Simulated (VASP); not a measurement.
# InGa2P3 in VASP: further runs

InGa2P3 is run at these levels: PBE; tasks: single point.

Program: VASP 6.6.1. These are calculated values, not measurements. Logs are shortened: lines on timing, memory, paths and dates and some standing lists are left out, and cuts for length are marked.

## Step 1: The cell of the first run

It takes space group I-4m2 (No. 119, tetragonal). Conventional cell: a = 3.989 Å, b = 3.989 Å, c = 17.069 Å, α = 90.00°, β = 90.00°, γ = 90.00°. In (site symmetry -4m2) has 4 P at 2.54 Å within 3.4 Å. Within 3.2 Å of Ga (site symmetry 2mm) lie 4 P at 2.40 to 2.41 Å. Within 3.2 Å of P (site symmetry 2mm) lie 2 Ga at 2.40 Å and 2 In at 2.54 Å. P (site symmetry -4m2) has 4 Ga at 2.41 Å within 3.2 Å.

## Step 2: Single point, PBE

Input file INCAR:

```
SYSTEM = InGa2P3
ALGO = Normal ; EDIFF = 1E-7
ENCUT = 520 ; GGA = PE
ISIF = 2 ; ISMEAR = 0
LASPH = .True. ; LCHARG = .False.
LREAL = .False. ; LWAVE = .False.
NBANDS = 36 ; NELM = 100
PREC = Accurate ; SIGMA = 0.1
```

Input file KPOINTS:

```
k-points
0
Gamma
  6 6 6
  0 0 0
```

Input file POSCAR:

```
InGa2P3
1.0
   -1.9942552000      1.9942552000      8.5345977000
    1.9942552000     -1.9942552000      8.5345977000
    1.9942552000      1.9942552000     -8.5345977000
In Ga P
1 2 3
Direct
    0.0000000000      0.0000000000      0.0000000000
    0.6708680000      0.6708680000      0.0000000000
    0.3291320000      0.3291320000      0.0000000000
    0.9074120000      0.4074120000      0.5000000000
    0.2500000000      0.7500000000      0.5000000000
    0.5925880000      0.0925880000      0.5000000000
```

Potentials or basis: VASP PAW PBE potentials, release 64 (In_d, Ga_d, P).

Command:

```bash
$ cat potpaw_PBE.64/In_d/POTCAR potpaw_PBE.64/Ga_d/POTCAR potpaw_PBE.64/P/POTCAR > POTCAR
$ mpirun -np 1 vasp_std > vasp.out
```

OUTCAR:

```text
SYSTEM = InGa2P3
   EDIFF = 1E-7
   ENCUT = 520
   GGA = PE
   ISIF = 2
   ISMEAR = 0
   LASPH = .True.
   LREAL = .False.
   NELM = 100
   PREC = Accurate

 ion  position               nearest neighbor table
   1  0.000  0.000  0.000-   6 2.54   4 2.54   6 2.54   4 2.54
   2  0.671  0.671  0.000-   6 2.40   6 2.40   5 2.41   5 2.41
   3  0.329  0.329  0.000-   4 2.40   4 2.40   5 2.41   5 2.41
   4  0.907  0.407  0.500-   3 2.40   3 2.40   1 2.54   1 2.54
   5  0.250  0.750  0.500-   3 2.41   2 2.41   3 2.41   2 2.41
   6  0.593  0.093  0.500-   2 2.40   2 2.40   1 2.54   1 2.54

  LATTYP: Found a body centered tetragonal cell.
 ALAT       =     3.9885104000
 C/A-ratio  =     4.2795915488

  Lattice vectors:

 A1 = (  -1.9942552000,   1.9942552000,   8.5345977000)
 A2 = (   1.9942552000,  -1.9942552000,   8.5345977000)
 A3 = (   1.9942552000,   1.9942552000,  -8.5345977000)

Analysis of symmetry for initial positions (statically):
=====================================================================
 Subroutine PRICEL returns:
 Original cell was already a primitive cell.

 Routine SETGRP: Setting up the symmetry group for a
 body centered tetragonal supercell.

 Subroutine GETGRP returns: Found  8 space group operations
 (whereof  8 operations were pure point group operations)
 out of a pool of 16 trial point group operations.

The static configuration has the point symmetry D_2d.

Analysis of symmetry for dynamics (positions and initial velocities):
=====================================================================
 Subroutine PRICEL returns:
 Original cell was already a primitive cell.

 Routine SETGRP: Setting up the symmetry group for a
 body centered tetragonal supercell.

 Subroutine GETGRP returns: Found  8 space group operations
 (whereof  8 operations were pure point group operations)
 out of a pool of 16 trial point group operations.

The dynamic configuration has the point symmetry D_2d.

 Subroutine INISYM returns: Found  8 space group operations
 (whereof  8 operations are pure point group operations),
 and found     1 'primitive' translations

----------------------------------------------------------------------------------------

                                     Primitive cell

  volume of cell :     135.7702

  direct lattice vectors                    reciprocal lattice vectors
    -1.994255200  1.994255200  8.534597700     0.000000000  0.250720169  0.058585070
     1.994255200 -1.994255200  8.534597700     0.250720169  0.000000000  0.058585070
     1.994255200  1.994255200 -8.534597700     0.250720169  0.250720169  0.000000000

  length of vectors
     8.988518538  8.988518538  8.988518538     0.257473908  0.257473908  0.354571863

  position of ions in fractional coordinates (direct lattice)
     0.000000000  0.000000000  0.000000000
     0.670868000  0.670868000  0.000000000
     0.329132000  0.329132000  0.000000000
     0.907412000  0.407412000  0.500000000
     0.250000000  0.750000000  0.500000000
     0.592588000  0.092588000  0.500000000

  ion indices of the primitive-cell ions
   primitive index   ion index
                 1           1
                 2           2
                 3           3
                 4           4
                 5           5
                 6           6

----------------------------------------------------------------------------------------

 KPOINTS: k-points

Automatic generation of k-mesh.
 Grid dimensions read from file:
 generate k-points for:    6    6    6

 Generating k-lattice:

  Cartesian coordinates                     Fractional coordinates (reciprocal lattice)
     0.000000000  0.041786695  0.009764178     0.166666667  0.000000000  0.000000000
     0.041786695  0.000000000  0.009764178     0.000000000  0.166666667  0.000000000
     0.041786695  0.041786695  0.000000000     0.000000000  0.000000000  0.166666667

  Length of vectors
     0.042912318  0.042912318  0.059095310

  Shift w.r.t. Gamma in fractional coordinates (k-lattice)
     0.000000000  0.000000000  0.000000000

 Subroutine IBZKPT returns following result:
 ===========================================

 Found     30 irreducible k-points:

 Following reciprocal coordinates:
            Coordinates               Weight
  0.000000  0.000000  0.000000      1.000000
  0.166667 -0.000000  0.000000      8.000000
  0.333333 -0.000000  0.000000      8.000000
  0.500000 -0.000000  0.000000      4.000000
  0.166667  0.166667  0.000000      8.000000
  0.333333  0.166667  0.000000     16.000000
[... 16 lines left out ...]
 -0.333333 -0.333333  0.166667      8.000000
 -0.166667 -0.333333  0.166667      8.000000
 [... further k-points ...]
   k-points           NKPTS =     30   k-points in BZ     NKDIM =     30   number of bands    NBANDS=     36
   number of dos      NEDOS =    301   number of ions     NIONS =      6
   total plane-waves  NPLWV = 343000
   dimension x,y,z NGX =    70 NGY =   70 NGZ =   70
   dimension x,y,z NGXF=   140 NGYF=  140 NGZF=  140
   ions per type =               1   2   3
   NGX,Y,Z   is equivalent  to a cutoff of  12.95, 12.95, 12.95 a.u.
   NGXF,Y,Z  is equivalent  to a cutoff of  25.89, 25.89, 25.89 a.u.
 SYSTEM =  InGa2P3
   PREC   = accura    normal or accurate (medium, high low for compatibility)
   ISTART =      0    job   : 0-new  1-cont  2-samecut
   ICHARG =      2    charge: 1-file 2-atom 10-const
   ISPIN  =      1    spin polarized calculation?
   LNONCOLLINEAR =      F non collinear calculations
   LSORBIT =      F    spin-orbit coupling
   LASPH  =      T    aspherical Exc in radial PAW
   ENCUT  =  520.0 eV  38.22 Ry    6.18 a.u.  16.71 16.71 16.71*2*pi/ulx,y,z
   NELM   =    100;   NELMIN=  2; NELMDL= -5     # of ELM steps
   EDIFF  = 0.1E-06   stopping-criterion for ELM
   LREAL  =      F    real-space projection
   EDIFFG = 0.1E-05   stopping-criterion for IOM
   NSW    =      0    number of steps for IOM
   IBRION =     -1    ionic relax: 0-MD 1-quasi-New 2-CG
   NFREE  =      0    steps in history (QN), initial steepest desc. (CG)
   ISIF   =      2    stress and relaxation
   ISYM   =      2    0-nonsym 1-usesym 2-fastsym
   POTIM  = 0.5000    time-step for ionic-motion
   TEBEG  =    0.0;   TEEND  =   0.0 temperature during run
   PSTRESS=    0.0 pullay stress
   NELECT =      54.0000    total number of electrons
   NUPDOWN=      -1.0000    fix difference up-down
   EMIN   =  10.00;   EMAX   =-10.00  energy-range for DOS
   EFERMI =   0.00;   METHOD = LEGACY
   ISMEAR =     0;   SIGMA  =   0.10  broadening in eV -4-tet -1-fermi 0-gaus
   EFERMI_NEDOS =   21; number of points for ismear=-14 and -15
   IALGO  =     38    algorithm
   IMIX   =      4    mixing-type and parameters
     AMIX     =   0.40;   BMIX     =  1.00
     AMIX_MAG =   1.60;   BMIX_MAG =  1.00
  volume/ion in A,a.u.               =      22.63       152.70
  Fermi-wavevector in a.u.,A,eV,Ry     =   1.203939  2.275115 19.721233  1.449470
  Thomas-Fermi vector in A             =   2.339679
   LORBIT       =      0    0 simple, 1 ext, 2 COOP (PROOUT), +10 PAW based schemes
   GGA     = PE    functional components
   LHFCALC =     F    Hartree Fock is set to
   AEXX    =    0.0000 exact exchange contribution
   IVDW    =     0    specifies the selected vdW correction
   LEPSILON=     F    determine dielectric tensor
   LRPA    =     F    only Hartree local field effects (RPA)
 non-spin polarized calculation
 Gauss-broadening in eV      SIGMA  =   0.10
  energy-cutoff  :      520.00
  volume of cell :      135.77
 maximum number of plane-waves:      3712
 NGX is ok and might be reduce to    70

 number of electron      53.9999998 magnetization

 Free energy of the ion-electron system (eV)
  ---------------------------------------------------
  ext. energy  EPLUGINS =         0.00000000
  ---------------------------------------------------
  free energy    TOTEN  =       -26.51816359 eV

  energy without entropy =      -26.51816359  energy(sigma->0) =      -26.51816359

 E-fermi :   5.0407     XC(G=0):  -9.4819

 val. band max:        4.5771469231   @ k =   0.0000   0.0000   0.0000
 cond. band min:       5.5580017216   @ k =   0.0000   0.0000   0.0000
 fundamental gap:      0.9808547984
 Fermi energy:         5.0407390476

 k-point     1 :       0.0000    0.0000    0.0000
  band No.  band energies     occupation
      1     -10.0725      2.00000
      2     -10.0273      2.00000
      3      -9.9925      2.00000
      4      -9.9925      2.00000
      5      -9.9630      2.00000
      6      -9.9630      2.00000
[... 28 lines left out ...]
     35       8.5642      0.00000
     36      12.1145      0.00000

 k-point     2 :       0.1667   -0.0000    0.0000
  band No.  band energies     occupation
      1     -10.0679      2.00000
      2     -10.0252      2.00000
      3     -10.0011      2.00000
      4      -9.9903      2.00000
      5      -9.9683      2.00000
      6      -9.9653      2.00000
[... 28 lines left out ...]
     35       9.2770      0.00000
     36      10.5600      0.00000

 k-point     3 :       0.3333   -0.0000    0.0000
  band No.  band energies     occupation
      1     -10.0609      2.00000
      2     -10.0313      2.00000
      3     -10.0125      2.00000
      4      -9.9851      2.00000
      5      -9.9726      2.00000
      6      -9.9710      2.00000
[... 28 lines left out ...]
     35       9.9006      0.00000
     36      10.3033      0.00000
[... 742 lines left out ...]
 k-point    23 :      -0.3333   -0.3333    0.1667
  band No.  band energies     occupation
      1     -10.0658      2.00000
      2     -10.0221      2.00000
      3     -10.0115      2.00000
      4      -9.9847      2.00000
      5      -9.9720      2.00000
      6      -9.9654      2.00000
[... 28 lines left out ...]
     35       9.7559      0.00000
     36      10.0389      0.00000

 k-point    24 :      -0.1667   -0.3333    0.1667
  band No.  band energies     occupation
      1     -10.0688      2.00000
      2     -10.0239      2.00000
      3     -10.0009      2.00000
      4      -9.9900      2.00000
      5      -9.9686      2.00000
      6      -9.9657      2.00000
[... 28 lines left out ...]
     35       9.1699      0.00000
     36      10.2915      0.00000

 [... further k-points ...]
[... 5 lines left out ...]
  --------------------------------------------------------------------------------------
  -------------------------------------------------------------------------------------
  Total        0.0409555      0.0409555     -0.0923164      0.0000000      0.0000000      0.0000000
  in kB        0.4833016      0.4833016     -1.0893937      0.0000000      0.0000000      0.0000000
  external PRESSURE =      -0.0409302 kB  Pullay stress =       0.0000000 kB

 VOLUME and BASIS-vectors are now :
 -----------------------------------------------------------------------------
  energy-cutoff  :      520.00
  volume of cell :      135.77
      direct lattice vectors                 reciprocal lattice vectors
    -1.994255200  1.994255200  8.534597700     0.000000000  0.250720169  0.058585070
     1.994255200 -1.994255200  8.534597700     0.250720169  0.000000000  0.058585070
     1.994255200  1.994255200 -8.534597700     0.250720169  0.250720169  0.000000000

 POSITION                                       TOTAL-FORCE (eV/Angst)
 -----------------------------------------------------------------------------------
      0.00000      0.00000      0.00000        -0.000000      0.000000     -0.000000
      0.00000      0.00000     11.45118         0.000000     -0.000000      0.003552
      0.00000      0.00000      5.61802         0.000000     -0.000000     -0.003552
      0.00000      1.99426      6.95420        -0.000000      0.000000     -0.005306
      1.99426     -0.00000      4.26730        -0.000000      0.000000     -0.000000
      0.00000      1.99426      1.58040        -0.000000     -0.000000      0.005306
 -----------------------------------------------------------------------------------
    total drift:                                0.000001     -0.000001      0.000000

  FREE ENERGIE OF THE ION-ELECTRON SYSTEM (eV)
  ---------------------------------------------------
  free  energy   TOTEN  =       -26.5181635940 eV

  energy  without entropy=      -26.5181635940  energy(sigma->0) =      -26.51816359
```

Run time: 9.7 min. Hardware: 1 thread of Intel Xeon 6975P-C (Granite Rapids), shared host; peak memory 0.75 GiB.

Results:

- Free energy: -26.5182 eV
- Pressure: 0.0 GPa
- Largest force: 0.005 eV/Å
- Band gap on the k mesh: 0.98 eV, direct

Forces on the atoms (eV/Å):
```
In   0.000  0.000  0.000
Ga   0.000  0.000  0.004
Ga   0.000  0.000 -0.004
P    0.000  0.000 -0.005
P    0.000  0.000  0.000
P    0.000  0.000  0.005
```

Caveat: spin-orbit coupling is left out, which moves the levels of the heavy elements. A k mesh can miss the band edges.

## Step 3: Single point, PBE

This run uses another cell than the first one: it holds 12 atoms, not 6.

Input file INCAR:

```
  PREC = Accurate
  ENCUT = 520
  EDIFF = 1E-7
  ISMEAR = 0
  SIGMA = 0.1
  LREAL = False
  LASPH = True
  NELM = 60
  ALGO = Normal
  ISIF = 2
  LWAVE = False
  LCHARG = False
  GGA = PE
  NBANDS = 66
```

Input file KPOINTS:

```
Automatic mesh
0
Gamma
  4 2 4
```

Input file POSCAR:

```
InGa2P3
1.0
    0.0000000000     -3.9885104000      0.0000000000
    7.9770208000      0.0000000000      0.0000000000
   -1.9942552000      1.9942552000      8.5345977000
In Ga P
2 4 6
Direct
    0.0000000000      0.0000000000      0.0000000000
    0.0000000000      0.5000000000      0.0000000000
    0.6708680000      0.3354340000      0.3417360000
    0.6708680000      0.8354340000      0.3417360000
    0.3291320000      0.1645660000      0.6582640000
    0.3291320000      0.6645660000      0.6582640000
    0.9074120000      0.2037060000      0.8148240000
    0.9074120000      0.7037060000      0.8148240000
    0.2500000000      0.3750000000      0.5000000000
    0.2500000000      0.8750000000      0.5000000000
    0.5925880000      0.0462940000      0.1851760000
    0.5925880000      0.5462940000      0.1851760000
```

Potentials or basis: VASP PAW PBE potentials, release 64 (In_d, Ga_d, P).

Command:

```bash
$ cat potpaw_PBE.64/In_d/POTCAR potpaw_PBE.64/Ga_d/POTCAR potpaw_PBE.64/P/POTCAR > POTCAR
$ mpirun -np 1 vasp_std > vasp.out
```

Run time: 3.5 min. Hardware: 1 thread of Intel Xeon 6975P-C (Granite Rapids), shared host; peak memory 0.47 GiB.

The run converged. Its results:

```
Free energy            : -52.8174 eV
Pressure               : 0.1 GPa
Largest force          : 0.021 eV/Å
Band gap on the k mesh : 0.98 eV
```

Forces on the atoms (eV/Å):
```
In   0.000  0.000  0.000
In   0.000  0.000  0.000
Ga   0.000  0.000  0.004
Ga   0.000  0.000  0.004
Ga   0.000  0.000 -0.004
Ga   0.000  0.000 -0.004
P    0.000  0.000 -0.021
P    0.000  0.000 -0.021
P    0.000  0.000  0.000
P    0.000  0.000  0.000
P    0.000  0.000  0.021
P    0.000  0.000  0.021
```

Stress tensor (GPa, compression positive):
```
 0.36  0.00  0.00
 0.00  0.36  0.00
 0.00  0.00 -0.46
```

Levels at points of the mesh, in eV from the valence-band top:
```tsv
k point	band 52	band 53	band 54	band 55	band 56	band 57
(0.00, 0.00, 0.00)	-0.14	0.00	0.00	0.98	1.35	1.75
(0.50, 0.00, 0.00)	-1.32	-1.09	-0.65	1.35	1.68	1.91
(0.00, 0.50, 0.00)	-1.08	-0.26	-0.26	2.12	2.12	2.29
(0.50, 0.50, 0.00)	-1.86	-1.75	-1.75	2.30	2.30	2.71
(0.00, 0.00, 0.50)	-0.67	-0.67	-0.65	1.35	1.62	1.78
(0.00, 0.50, 0.50)	-0.65	-0.50	-0.50	1.70	1.70	2.01
```

Caveat: spin-orbit coupling is left out, which moves the levels of the heavy elements.

## Step 4: Single point, PBE

This run uses another cell than the first one: it holds 12 atoms, not 6.

Input file INCAR:

```
  ALGO = Normal
  EDIFF = 1E-6
  ENCUT = 520
  GGA = PE
  ISIF = 2
  ISMEAR = 0
  LASPH = True
  LCHARG = True
  LELF = True
  LREAL = False
  LVHAR = True
  LWAVE = False
  NBANDS = 66
  NELM = 80
  PREC = Accurate
  SIGMA = 0.1
```

Input file KPOINTS:

```
k-points
0
Gamma
  4 2 4
```

Input file POSCAR:

```
InGa2P3
1.0
   -0.0002786372     -4.0093673055      0.0000070857
    8.0181207127      0.0005546831     -0.0000165197
   -2.0043442581      2.0044554665      8.4601741895
In Ga P
2 4 6
Direct
   -0.0002091592     -0.0000136863      0.0000510475
    0.0001670231      0.4999090893     -0.0000390909
    0.6708638284      0.3354959241      0.3419885983
    0.6709516061      0.8354166188      0.3419258877
    0.3291523002      0.1645669335      0.6580091288
    0.3290904866      0.6646297377      0.6580881679
    0.9073394106      0.2035354818      0.8144297213
    0.9072563985      0.7036253172      0.8144964906
    0.2498994249      0.3750915145      0.5000159524
    0.2500039491      0.8750297096      0.4999695736
    0.5925791566      0.0463834751      0.1855722858
    0.5929055752      0.5463298850      0.1854922370
```

Command:

```bash
$ cat potpaw_PBE.64/In_d/POTCAR potpaw_PBE.64/Ga_d/POTCAR potpaw_PBE.64/P/POTCAR > POTCAR
$ mpirun -np 1 vasp_std > vasp.out
```

Wall time 5.6 min (1 thread of Intel Xeon 6975P-C (Granite Rapids), shared host); peak memory 0.49 GiB.

Results (log left out):

- Free energy: -52.8240 eV
- Pressure: 0.0 GPa
- Largest force: 0.003 eV/Å
- Band gap on the k mesh: 0.98 eV

Forces in eV/Å, atoms in the order of the input:
```
In   0.001 -0.001  0.000
In   0.001  0.001  0.000
Ga   0.001 -0.001 -0.001
Ga   0.002 -0.001  0.001
Ga  -0.002  0.002  0.000
Ga  -0.002  0.002 -0.001
P    0.001  0.000  0.003
P   -0.001 -0.001  0.003
P   -0.001 -0.001  0.001
P    0.000  0.000  0.000
P    0.000  0.000 -0.003
P    0.000  0.001 -0.003
```

Levels at points of the mesh, in eV from the valence-band top:
```tsv
k point	band 51	band 52	band 53	band 54	band 55	band 56	band 57	band 58
(0.00, 0.00, 0.00)	-0.67	-0.08	0.00	0.00	0.98	1.37	1.69	1.78
(0.50, 0.00, 0.00)	-1.37	-1.34	-1.01	-0.67	1.37	1.74	1.98	2.38
(0.00, 0.50, 0.00)	-1.02	-1.02	-0.28	-0.28	2.10	2.10	2.27	2.27
(0.50, 0.50, 0.00)	-1.81	-1.81	-1.70	-1.70	2.35	2.36	2.76	2.76
(0.00, 0.00, 0.50)	-1.01	-0.68	-0.68	-0.67	1.37	1.59	1.71	2.38
(0.50, 0.00, 0.50)	-1.37	-1.34	-1.01	-0.67	1.37	1.74	1.98	2.38
(0.00, 0.50, 0.50)	-0.59	-0.59	-0.52	-0.52	1.70	1.70	1.98	1.98
(0.50, 0.50, 0.50)	-1.81	-1.81	-1.70	-1.70	2.36	2.36	2.76	2.76
```

Caveat: spin-orbit coupling is left out, which moves the levels of the heavy elements. As with any semilocal functional, this PBE gap is likely too small.

## Step 5: Summary

```tsv
cell	k mesh	gap on the mesh (eV)	pressure (GPa)	largest force (eV/Å)
a = 8.989 Å, angles 154.4, 154.4, 36.6°, 6 atoms	6 × 6 × 6	0.98	0.0	0.01
a = 3.989, b = 7.977, c = 8.989 Å, angles 102.8, 102.8, 90.0°, 12 atoms	4 × 2 × 4	0.98	0.1	0.02
a = 4.009, b = 8.018, c = 8.922 Å, angles 103.0, 103.0, 90.0°, 12 atoms	4 × 2 × 4	0.98	0.0	-
```

Alike in all rows: task single point; level PBE; potentials or basis VASP PAW PBE potentials, release 64 (In_d, Ga_d, P); no spin polarisation; cutoff (eV) 520; smearing gaussian 0.1 eV.

Caveats: spin-orbit coupling is left out, which moves the levels of the heavy elements.

Absolute energies hang on the potentials; compare differences alone.
